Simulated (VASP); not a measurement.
**VO2: single point with PBE**

VO2:

```xyz
6
Lattice="4.6813 0.0000 0.0000 0.0000 4.6813 0.0000 0.0000 0.0000 2.8045" Properties=species:S:1:pos:R:3 pbc="T T T"
V     0.0000    0.0000    0.0000
V     2.3406    2.3406    1.4022
O     1.4081    1.4081    0.0000
O     0.9325    3.7487    1.4022
O     3.2732    3.2732    0.0000
O     3.7487    0.9325    1.4022
```

| Property | Result |
| --- | --- |
| Program | VASP 6.6.1 |
| Task | single point |
| Functional | PBE |
| Potentials or basis | VASP PAW PBE potentials, release 64 (V_sv, O) |
| Cutoff | 600 eV |
| k mesh | 6 × 6 × 10 |
| Occupations | gaussian, width 0.05 eV |
| Spin | no spin polarisation |
| Dipole correction | no |
| Further INCAR settings | ALGO = Normal; EDIFF = 1e-06; NBANDS = 34 |

| Property | Result |
| --- | --- |
| Pressure | -7.4 GPa |
| Largest force | 0.046 eV/Å |
| Band gap on the k mesh | zero (bands 25 and 26 overlap by 1.25 eV) |

Forces on the atoms (eV/Å):
```
V    0.000  0.000  0.000
V    0.000  0.000  0.000
O   -0.032 -0.032  0.000
O    0.032 -0.032  0.000
O    0.032  0.032  0.000
O   -0.032  0.032  0.000
```

Stress tensor (GPa, compression positive):
```
-7.63  0.00  0.00
 0.00 -7.63  0.00
 0.00  0.00 -7.05
```

Levels at points of the mesh, in eV from the Fermi level:
```
           k point  band 21  band 22  band 23  band 24  band 25  band 26  band 27  band 28  band 29  band 30
(0.00, 0.00, 0.00)    -2.18    -2.18    -2.16    -1.82    -0.65    -0.63     0.05     0.05     0.20     1.71
(0.50, 0.00, 0.00)    -3.04    -3.04    -2.43    -2.43    -0.05    -0.05     0.52     0.52     1.25     1.25
(0.50, 0.50, 0.00)    -2.95    -2.95    -2.72    -2.72    -0.70    -0.70     0.07     0.07     1.55     1.55
(0.00, 0.00, 0.50)    -3.85    -3.85    -3.30    -3.30     0.55     0.55     1.04     1.04     1.07     1.07
(0.50, 0.00, 0.50)    -3.85    -3.85    -2.68    -2.68    -0.50    -0.50     0.99     0.99     1.35     1.35
(0.50, 0.50, 0.50)    -2.96    -2.96    -2.50    -2.50     0.27     0.27     0.60     0.60     1.04     1.04
```

Run time: 3.6 min on 1 thread of Intel Xeon 8259CL, with other jobs on the host, peak memory 0.27 GiB.

Caveat: the cell stands under tension; the run has no spin polarisation, though such a crystal can be magnetic; semilocal functionals often make such compounds metallic where correlation or magnetic order opens a gap, which also shifts bond lengths. With open d or f shells a metallic result of PBE can be an artefact of self-interaction; +U or a hybrid may open a gap.
